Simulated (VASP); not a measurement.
## Cu16NO: single point with PBEsol

System: Cu16NO, a slab with vacuum.

```
Cu N O
1.0
     5.10531    0.00000    0.00000
     0.00000    5.10531    0.00000
     0.00000    0.00000   17.41500
Cu N O
16 1 1
Direct
  0.25000 0.25000 0.05742
  0.75000 0.25000 0.05742
  0.25000 0.75000 0.05742
  0.75000 0.75000 0.05742
  0.00275 0.00288 0.15486
  0.49709 0.00289 0.15486
  0.00275 0.49723 0.15487
  0.49709 0.49723 0.15486
  0.24976 0.25017 0.26009
  0.74979 0.25014 0.25753
  0.24982 0.75016 0.25754
  0.74979 0.75016 0.24990
  0.99822 0.99864 0.35698
  0.50127 0.99866 0.35699
  0.99823 0.50173 0.35698
  0.50132 0.50170 0.35698
  0.74961 0.75032 0.41645
  0.74952 0.75025 0.48693
```

```json
{
 "Program": "VASP 6.6.1",
 "Task": "single point",
 "Functional": "PBEsol",
 "Potentials or basis": "VASP PAW PBE potentials, release 64 (Cu, N, O)",
 "Cutoff": "520 eV",
 "k mesh": "3 × 3 × 1",
 "Occupations": "gaussian, width 0.1 eV",
 "Spin": "no spin polarisation"
}
```

The largest force is 0.734 eV/Å and the band gap on the k mesh is zero (an odd number of electrons rules out a gap without spin polarisation).

Forces on the atoms (eV/Å):
```
Cu  -0.001  0.001 -0.177
Cu  -0.001  0.001 -0.027
Cu  -0.001  0.001 -0.027
Cu  -0.001  0.000  0.086
Cu   0.000  0.000  0.005
Cu   0.000  0.000  0.006
Cu  -0.001  0.001  0.005
Cu   0.000  0.001  0.005
Cu   0.002 -0.001 -0.008
Cu   0.000  0.000  0.002
Cu   0.000  0.000  0.002
Cu   0.002 -0.001  0.021
Cu   0.009  0.009  0.019
Cu  -0.010  0.010  0.017
Cu   0.009 -0.009  0.019
Cu  -0.009 -0.009  0.018
N    0.002 -0.002 -0.700
O    0.001  0.000  0.734
```

Levels at points of the mesh, in eV from the Fermi level:
| k point | band 92 | band 93 | band 94 | band 95 | band 96 | band 97 | band 98 | band 99 |
| --- | --- | --- | --- | --- | --- | --- | --- | --- |
| (0.00, 0.00, 0.00) | -0.42 | -0.28 | -0.24 | -0.11 | -0.11 | 0.06 | 0.06 | 1.25 |

Run time: 13 min on 1 thread of Intel(R) Xeon(R) Platinum 8124M CPU @ 3.00GHz (Skylake/Cascade Lake) (shared host), peak memory 0.59 GiB.

Caveat: the k points lie up to 0.41 Å⁻¹ apart, too coarse for converged energies and pressures of a metal; the standard files for N, O and F lose accuracy on very short bonds; there is no dipole correction, which matters where the two faces differ; the PAW data sets were made with another functional, which shifts forces and pressure a little; an odd number of electrons without spin polarisation forces a metal; a magnetic or distorted state may lie lower. With open d or f shells a metallic result of PBEsol can be an artefact of self-interaction; +U or a hybrid may open a gap.
